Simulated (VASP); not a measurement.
# B (P6/mmm) in VASP: single point with PBEsol

Aim: the single point of B with PBEsol.

Everything below comes from runs of VASP 6.6.1. Logs are shortened: lines on timing, memory, paths and dates and some standing lists are left out, and cuts for length are marked.

## (1) The cell of the first run

The structure is hexagonal, space group P6/mmm (No. 191). Conventional cell: a = 3.278 Å, b = 3.278 Å, c = 3.143 Å, α = 90.00°, β = 90.00°, γ = 120.00°. B (site symmetry 6/mmm) has 8 B at 3.14 to 3.28 Å within 4.1 Å.

## (2) Single point, PBEsol

Input file INCAR:

```
  PREC = Accurate
  ENCUT = 500
  EDIFF = 1E-6
  ISMEAR = -1
  SIGMA = 0.1
  LREAL = F
  LASPH = T
  NELM = 120
  ALGO = Normal
  ISIF = 2
  LWAVE = F
  LCHARG = F
  GGA = PS
  NBANDS = 8
  GGA_COMPAT = F
```

Input file KPOINTS:

```
regular mesh
0
Gamma
  10 10 9
```

Input file POSCAR:

```
B
1.0
    3.2782370000      0.0000000000      0.0000000000
   -1.6391180000      2.8390360000      0.0000000000
    0.0000000000      0.0000000000      3.1429130000
B
1
Direct
    0.0000000000      0.0000000000      0.5000000000
```

Potentials or basis: VASP PAW PBE potentials, release 64 (B).

On the command line:

```sh
$ cat potpaw_PBE.64/B/POTCAR > POTCAR
$ mpirun -np 1 vasp_std > vasp.out
```

OUTCAR:

```text
PREC = Accurate
   ENCUT = 500
   EDIFF = 1E-6
   ISMEAR = -1
   LREAL = F
   LASPH = T
   NELM = 120
   ISIF = 2
   GGA = PS

 ion  position               nearest neighbor table
   1  0.000  0.000  0.500-

  LATTYP: Found a hexagonal cell.
 ALAT       =     3.2782370000
 C/A-ratio  =     0.9587204952

  Lattice vectors:

 A1 = (   3.2782370000,   0.0000000000,   0.0000000000)
 A2 = (  -1.6391180000,   2.8390360000,   0.0000000000)
 A3 = (   0.0000000000,   0.0000000000,   3.1429130000)

Analysis of symmetry for initial positions (statically):
=====================================================================
 Subroutine PRICEL returns:
 Original cell was already a primitive cell.

 Routine SETGRP: Setting up the symmetry group for a
 hexagonal supercell.

 Subroutine GETGRP returns: Found 24 space group operations
 (whereof 24 operations were pure point group operations)
 out of a pool of 24 trial point group operations.

The static configuration has the point symmetry D_6h.

Analysis of symmetry for dynamics (positions and initial velocities):
=====================================================================
 Subroutine PRICEL returns:
 Original cell was already a primitive cell.

 Routine SETGRP: Setting up the symmetry group for a
 hexagonal supercell.

 Subroutine GETGRP returns: Found 24 space group operations
 (whereof 24 operations were pure point group operations)
 out of a pool of 24 trial point group operations.

The dynamic configuration has the point symmetry D_6h.

 Subroutine INISYM returns: Found 24 space group operations
 (whereof 24 operations are pure point group operations),
 and found     1 'primitive' translations

----------------------------------------------------------------------------------------

                                     Primitive cell

  volume of cell :      29.2512

  direct lattice vectors                    reciprocal lattice vectors
     3.278237000  0.000000000  0.000000000     0.305042009  0.176116065  0.000000000
    -1.639118000  2.839036000  0.000000000     0.000000000  0.352232237  0.000000000
     0.000000000  0.000000000  3.142913000     0.000000000  0.000000000  0.318176163

  length of vectors
     3.278237000  3.278236298  3.142913000     0.352232161  0.352232237  0.318176163

  position of ions in fractional coordinates (direct lattice)
     0.000000000  0.000000000  0.500000000

  ion indices of the primitive-cell ions
   primitive index   ion index
                 1           1

----------------------------------------------------------------------------------------

 KPOINTS: regular mesh

Automatic generation of k-mesh.
 Grid dimensions read from file:
 generate k-points for:   10   10    9

 Generating k-lattice:

  Cartesian coordinates                     Fractional coordinates (reciprocal lattice)
     0.030504201  0.017611606  0.000000000     0.100000000  0.000000000  0.000000000
     0.000000000  0.035223224  0.000000000     0.000000000  0.100000000  0.000000000
     0.000000000  0.000000000  0.035352907     0.000000000  0.000000000  0.111111111

  Length of vectors
     0.035223216  0.035223224  0.035352907

  Shift w.r.t. Gamma in fractional coordinates (k-lattice)
     0.000000000  0.000000000  0.000000000

 Subroutine IBZKPT returns following result:
 ===========================================

 Found     70 irreducible k-points:

 Following reciprocal coordinates:
            Coordinates               Weight
  0.000000  0.000000  0.000000      1.000000
  0.100000  0.000000  0.000000      6.000000
  0.200000  0.000000  0.000000      6.000000
  0.300000 -0.000000  0.000000      6.000000
  0.400000 -0.000000  0.000000      6.000000
  0.500000  0.000000  0.000000      3.000000
[... 16 lines left out ...]
  0.300000  0.100000  0.111111     24.000000
  0.400000  0.100000  0.111111     24.000000
 [... further k-points ...]
   k-points           NKPTS =     70   k-points in BZ     NKDIM =     70   number of bands    NBANDS=      8
   number of dos      NEDOS =    301   number of ions     NIONS =      1
   total plane-waves  NPLWV =  13824
   dimension x,y,z NGX =    24 NGY =   24 NGZ =   24
   dimension x,y,z NGXF=    48 NGYF=   48 NGZF=   48
   ions per type =               1
   NGX,Y,Z   is equivalent  to a cutoff of  12.17, 12.17, 12.69 a.u.
   NGXF,Y,Z  is equivalent  to a cutoff of  24.34, 24.34, 25.39 a.u.
 SYSTEM =  unknown system
   PREC   = accura    normal or accurate (medium, high low for compatibility)
   ISTART =      0    job   : 0-new  1-cont  2-samecut
   ICHARG =      2    charge: 1-file 2-atom 10-const
   ISPIN  =      1    spin polarized calculation?
   LNONCOLLINEAR =      F non collinear calculations
   LSORBIT =      F    spin-orbit coupling
   LASPH  =      T    aspherical Exc in radial PAW
   ENCUT  =  500.0 eV  36.75 Ry    6.06 a.u.   5.98  5.98  5.73*2*pi/ulx,y,z
   NELM   =    120;   NELMIN=  2; NELMDL= -5     # of ELM steps
   EDIFF  = 0.1E-05   stopping-criterion for ELM
   LREAL  =      F    real-space projection
   EDIFFG = 0.1E-04   stopping-criterion for IOM
   NSW    =      0    number of steps for IOM
   IBRION =     -1    ionic relax: 0-MD 1-quasi-New 2-CG
   NFREE  =      0    steps in history (QN), initial steepest desc. (CG)
   ISIF   =      2    stress and relaxation
   ISYM   =      2    0-nonsym 1-usesym 2-fastsym
   POTIM  = 0.5000    time-step for ionic-motion
   TEBEG  =    0.0;   TEEND  =   0.0 temperature during run
   PSTRESS=    0.0 pullay stress
   NELECT =       3.0000    total number of electrons
   NUPDOWN=      -1.0000    fix difference up-down
   EMIN   =  10.00;   EMAX   =-10.00  energy-range for DOS
   EFERMI =   0.00;   METHOD = LEGACY
   ISMEAR =    -1;   SIGMA  =   0.10  broadening in eV -4-tet -1-fermi 0-gaus
   EFERMI_NEDOS =   21; number of points for ismear=-14 and -15
   IALGO  =     38    algorithm
   IMIX   =      4    mixing-type and parameters
     AMIX     =   0.40;   BMIX     =  1.00
     AMIX_MAG =   1.60;   BMIX_MAG =  1.00
  volume/ion in A,a.u.               =      29.25       197.40
  Fermi-wavevector in a.u.,A,eV,Ry     =   0.766303  1.448103  7.989624  0.587221
  Thomas-Fermi vector in A             =   1.866613
   LORBIT       =      0    0 simple, 1 ext, 2 COOP (PROOUT), +10 PAW based schemes
   GGA     = PS    functional components
   LHFCALC =     F    Hartree Fock is set to
   AEXX    =    0.0000 exact exchange contribution
   IVDW    =     0    specifies the selected vdW correction
   LEPSILON=     F    determine dielectric tensor
   LRPA    =     F    only Hartree local field effects (RPA)
 non-spin polarized calculation
  energy-cutoff  :      500.00
  volume of cell :       29.25
 maximum number of plane-waves:       757
 NGX is ok and might be reduce to    24
   NGX = 11   NGY = 11   NGZ = 11

 number of electron       3.0000000 magnetization

 Free energy of the ion-electron system (eV)
  ---------------------------------------------------
  ext. energy  EPLUGINS =         0.00000000
  ---------------------------------------------------
  free energy    TOTEN  =        -1.99902336 eV

  energy without entropy =       -1.96149195  energy(sigma->0) =       -1.98025766

 E-fermi :  -1.5045     XC(G=0):  -7.1855

 val. band max:       -1.5151330068   @ k =   0.2000   0.0000   0.3333
 cond. band min:      -1.4883275701   @ k =   0.4000  -0.0000   0.3333
 fundamental gap:      0.0268054367
 Fermi energy:        -1.5044610063

 k-point     1 :       0.0000    0.0000    0.0000
  band No.  band energies     occupation
      1      -8.5485      2.00000
      2       1.7270      0.00000
      3       2.1961      0.00000
      4       2.1961      0.00000
      5       7.9278      0.00000
      6      10.6542      0.00000
      7      13.5317      0.00000
      8      13.5317      0.00000

 k-point     2 :       0.1000    0.0000    0.0000
  band No.  band energies     occupation
      1      -8.4080      2.00000
      2       1.6897      0.00000
      3       1.7947      0.00000
      4       2.0727      0.00000
      5       8.1196      0.00000
      6      10.9620      0.00000
      7      12.0927      0.00000
      8      13.9286      0.00000

 k-point     3 :       0.2000    0.0000    0.0000
  band No.  band energies     occupation
      1      -7.9960      2.00000
      2       0.4664      0.00000
      3       1.7732      0.00000
      4       1.9790      0.00000
      5       8.5374      0.00000
      6      10.3498      0.00000
      7      12.0118      0.00000
      8      14.9964      0.00000

 k-point     4 :       0.3000   -0.0000    0.0000
  band No.  band energies     occupation
      1      -7.3504      2.00000
      2      -1.0042      0.01335
      3       1.4410      0.00000
      4       2.2229      0.00000
      5       8.6191      0.00000
      6       9.8528      0.00000
      7      12.7406      0.00000
      8      15.9208      0.00000

 k-point     5 :       0.4000   -0.0000    0.0000
  band No.  band energies     occupation
      1      -6.5962      2.00000
      2      -2.3360      1.99951
      3       1.1966      0.00000
      4       2.4356      0.00000
      5       8.1659      0.00000
      6      10.4599      0.00000
      7      12.7744      0.00000
      8      15.1109      0.00000

 k-point     6 :       0.5000    0.0000    0.0000
  band No.  band energies     occupation
      1      -6.1715      2.00000
      2      -2.9658      2.00000
      3       1.1080      0.00000
      4       2.5209      0.00000
      5       7.9754      0.00000
      6      10.9445      0.00000
      7      12.4701      0.00000
      8      14.8161      0.00000

 k-point     7 :       0.1000    0.1000    0.0000
  band No.  band energies     occupation
      1      -8.1316      2.00000
      2       0.9030      0.00000
      3       1.7716      0.00000
      4       1.9209      0.00000
      5       8.4441      0.00000
      6      10.9570      0.00000
      7      11.4790      0.00000
      8      14.6672      0.00000

 k-point     8 :       0.2000    0.1000    0.0000
  band No.  band energies     occupation
      1      -7.6004      2.00000
      2      -0.3199      0.00001
      3       1.2827      0.00000
      4       2.1361      0.00000
      5       8.9139      0.00000
      6      10.0250      0.00000
      7      12.2932      0.00000
      8      15.7233      0.00000

 k-point     9 :       0.3000    0.1000    0.0000
  band No.  band energies     occupation
      1      -6.8847      2.00000
      2      -1.6649      1.66515
      3       0.8658      0.00000
      4       2.3670      0.00000
      5       8.8434      0.00000
      6      10.1335      0.00000
      7      12.8465      0.00000
      8      15.5171      0.00000

 k-point    10 :       0.4000    0.1000    0.0000
  band No.  band energies     occupation
      1      -6.2246      2.00000
      2      -2.6889      1.99999
      3       0.6377      0.00000
      4       2.5190      0.00000
      5       8.5563      0.00000
      6      10.7938      0.00000
      7      12.6784      0.00000
      8      15.0175      0.00000
[... 78 lines left out ...]
 k-point    18 :       0.3000   -0.0000    0.1111
  band No.  band energies     occupation
      1      -7.2213      2.00000
      2      -0.9042      0.00493
      3       1.5054      0.00000
      4       1.6394      0.00000
      5       8.7500      0.00000
      6       9.7925      0.00000
      7      13.0804      0.00000
      8      15.4776      0.00000

 k-point    19 :       0.4000   -0.0000    0.1111
  band No.  band energies     occupation
      1      -6.4721      2.00000
      2      -2.2229      1.99848
      3       1.2640      0.00000
      4       1.9177      0.00000
      5       8.3269      0.00000
      6       9.8191      0.00000
      7      13.1191      0.00000
      8      15.2934      0.00000

 k-point    20 :       0.5000    0.0000    0.1111
  band No.  band energies     occupation
      1      -6.0511      2.00000
      2      -2.8462      2.00000
      3       1.1764      0.00000
      4       2.0320      0.00000
      5       8.1424      0.00000
      6       9.8758      0.00000
      7      13.0108      0.00000
      8      15.3076      0.00000

 k-point    21 :       0.1000    0.1000    0.1111
  band No.  band energies     occupation
      1      -7.9986      2.00000
      2       0.9778      0.00000
      3       1.2576      0.00000
      4       1.8326      0.00000
      5       8.7186      0.00000
      6      11.1100      0.00000
      7      11.8836      0.00000
      8      14.7436      0.00000

 k-point    22 :       0.2000    0.1000    0.1111
  band No.  band energies     occupation
      1      -7.4700      2.00000
      2      -0.2281      0.00001
      3       1.3527      0.00000
      4       1.5278      0.00000
      5       9.0108      0.00000
      6      10.1374      0.00000
      7      12.6841      0.00000
      8      15.1487      0.00000

 k-point    23 :       0.3000    0.1000    0.1111
  band No.  band energies     occupation
      1      -6.7584      2.00000
      2      -1.5584      1.26316
      3       0.9420      0.00000
      4       1.8263      0.00000
      5       8.9392      0.00000
      6       9.8261      0.00000
      7      13.2270      0.00000
      8      15.0094      0.00000

 k-point    24 :       0.4000    0.1000    0.1111
  band No.  band energies     occupation
      1      -6.1035      2.00000
      2      -2.5719      1.99995
      3       0.7169      0.00000
      4       2.0279      0.00000
      5       8.6879      0.00000
      6       9.9149      0.00000
      7      13.1524      0.00000
      8      15.2109      0.00000

 [... further k-points ...]
[... 5 lines left out ...]
  --------------------------------------------------------------------------------------
  -------------------------------------------------------------------------------------
  Total       -2.1714357     -2.1714349     -2.0022603     -0.0000004      0.0000000      0.0000000
  in kB     -118.9361678   -118.9361241   -109.6699138     -0.0000209      0.0000000      0.0000000
  external PRESSURE =    -115.8474019 kB  Pullay stress =       0.0000000 kB

 VOLUME and BASIS-vectors are now :
 -----------------------------------------------------------------------------
  energy-cutoff  :      500.00
  volume of cell :       29.25
      direct lattice vectors                 reciprocal lattice vectors
     3.278237000  0.000000000  0.000000000     0.305042009  0.176116065  0.000000000
    -1.639118000  2.839036000  0.000000000     0.000000000  0.352232237  0.000000000
     0.000000000  0.000000000  3.142913000     0.000000000  0.000000000  0.318176163

 POSITION                                       TOTAL-FORCE (eV/Angst)
 -----------------------------------------------------------------------------------
      0.00000      0.00000      1.57146        -0.000000      0.000000      0.000000
 -----------------------------------------------------------------------------------
    total drift:                                0.000000      0.000000      0.000000

  FREE ENERGIE OF THE ION-ELECTRON SYSTEM (eV)
  ---------------------------------------------------
  free  energy   TOTEN  =        -1.9990233649 eV

  energy  without entropy=       -1.9614919452  energy(sigma->0) =       -1.98025766
```

Run time: 5.9 s. Hardware: 1 thread of Intel Xeon 6975P-C, shared host; peak memory 0.13 GiB.

What came out:

```yaml
Free_energy: -1.9990 eV
Pressure: -11.6 GPa
```

Caveat: the PAW data sets were made with another functional, which shifts forces and pressure a little.
